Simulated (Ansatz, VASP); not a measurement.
## Two plane-wave programs on Ta2W

INCAR

```
ALGO     = Normal         # electronic algorithm
EDIFF    = 1E-7           # SCF threshold, eV
EDIFFG   = -0.04          # ionic threshold
ENCUT    = 600            # plane-wave cutoff, eV
GGA      = PE             # functional
IBRION   = 2              # ionic algorithm
ISIF     = 3              # what is computed and relaxed
ISMEAR   = 0              # smearing method
LASPH    = True           # aspherical terms in the spheres
LCHARG   = False          # write CHGCAR
LREAL    = False          # projectors in reciprocal space
LWAVE    = False          # write WAVECAR
NELM     = 80             # most SCF steps
NSW      = 90             # ionic steps
PREC     = Accurate       # precision mode
SIGMA    = 0.1            # smearing width, eV
```

The input KPOINTS:

```
k-points
0
Gamma
  8 8 8
```

Contents of POSCAR:

```
Ta2W
1.0
   -1.6181711600      1.6181711600      4.8545134900
    1.6181711600     -1.6181711600      4.8545134900
    1.6181711600      1.6181711600     -4.8545134900
Ta W
2 1
Direct
    0.6666666700      0.6666666700      0.0000000000
    0.3333333300      0.3333333300      0.0000000000
    0.0000000000      0.0000000000      0.0000000000
```

Input for Ansatz:

```yaml
crystal:
  lattice:
    - [-1.61817116, 1.61817116, 4.85451349]
    - [1.61817116, -1.61817116, 4.85451349]
    - [1.61817116, 1.61817116, -4.85451349]
  atoms:
    - { symbol: Ta, position: [0.66666667, 0.66666667, 0.0] }
    - { symbol: Ta, position: [0.33333333, 0.33333333, 0.0] }
    - { symbol: W, position: [0.0, 0.0, 0.0] }
basis:
  ecutwfc: 420
kpoints:
  mp_grid: { grid: [8, 8, 8] }
hamiltonian:
  xc: pbe
scf:
  occupations: { method: gaussian, width: 0.1 }
  lower_state_search: "off"
output:
  forces: true
  stress: true
  eigenvalues: true
relax:
  adjacent_minimum: "off"
  f_tol: 0.04
  max_steps: 70
  cell: { stress_tol: 0.4 }
```

Alike in both runs: task relaxation of cell and atoms; functional PBE; k mesh 8 × 8 × 8; occupations gaussian, width 0.1 eV; no spin polarisation.

|  | VASP | Ansatz |
| --- | --- | --- |
| version | VASP 6.6.1 | Ansatz 0.2.0 |
| potentials or method | VASP PAW PBE potentials, release 64 (Ta_pv, W_sv), cutoff 600 eV | scalar-relativistic, plane waves, PAW |
| valence electrons in the cell | 36 | 40 |

Ansatz gave:

| Property | Result |
| --- | --- |
| gap on the k mesh at the Fermi level, each at its own relaxed structure (eV) | none |
| relaxed volume (Å³/atom) | 17.46 |
| relaxed cell length with the largest relative difference (Å) | 5.448 |

Estimate VASP's values.

gap on the k mesh at the Fermi level, each at its own relaxed structure (eV): none; relaxed volume (Å³/atom): 17.48; relaxed cell length with the largest relative difference (Å): 5.452.

A gap of «none» marks a metal or a gap that the smearing closes. VASP's potentials hold 36 valence electrons a cell and Ansatz's 40, so a difference there can come from the potentials and not from the codes.

Spin-orbit coupling is off throughout.
